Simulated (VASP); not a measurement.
Wanted: the native input for a VASP 6.6.1 run.

- Task: electric field gradients
- Functional: PBE
- Potentials or basis: VASP PAW PBE potentials, release 64 (Ti_sv, B)
- Cutoff: 520 eV
- k mesh: 14 × 14 × 11
- Occupations: fermi-dirac, width 0.03 eV
- Spin: no spin polarisation
- Dipole correction: no
- Further INCAR settings: ALGO = Normal; EDIFF = 1e-08; NBANDS = 16

The structure of TiB2 lies in POSCAR:

```
TiB2
1.0
    3.0291982016      0.0000000000      0.0000000000
   -1.5145991008      2.6233625957      0.0000000000
    0.0000000000      0.0000000000      3.2284000000
Ti B
1 2
Direct
    0.0000000000      0.0000000000      0.0000000000
    0.3333333333      0.6666666667      0.5000000000
    0.6666666667      0.3333333333      0.5000000000
```

One way to write it, as run:

INCAR

```
ALGO     = Normal         # electronic algorithm
EDIFF    = 1E-8           # SCF threshold, eV
ENCUT    = 520            # plane-wave cutoff, eV
GGA      = PE             # functional
ISIF     = 2              # what is computed and relaxed
ISMEAR   = -1             # smearing method
LASPH    = True           # aspherical terms in the spheres
LCHARG   = False          # write CHGCAR
LEFG     = True         
LREAL    = False          # projectors in reciprocal space
LWAVE    = False          # write WAVECAR
NBANDS   = 16             # bands
NELM     = 80             # most SCF steps
PREC     = Accurate       # precision mode
SIGMA    = 0.03           # smearing width, eV
```

KPOINTS

```
k-points
0
Gamma
  14 14 11
```

Potentials or basis: VASP PAW PBE potentials, release 64 (Ti_sv, B).

Run with:

```console
$ cat potpaw_PBE.64/Ti_sv/POTCAR potpaw_PBE.64/B/POTCAR > POTCAR
$ mpirun -np 1 vasp_std > vasp.out
```

Results of the run:

| Property | Result |
| --- | --- |
| Pressure | 0.4 GPa |
| Band gap on the k mesh | zero (band 9 reaches 10.48 eV, above the bottom of band 10 at 9.85 eV) |

Caveat: without QUAD_EFG the Cq values of the log hold for a quadrupole moment of 1 mb, not for the nuclei.

It took 23 s on 1 thread of Intel(R) Xeon(R) 6975P-C (Granite Rapids), on a shared host, peak memory 0.17 GiB.
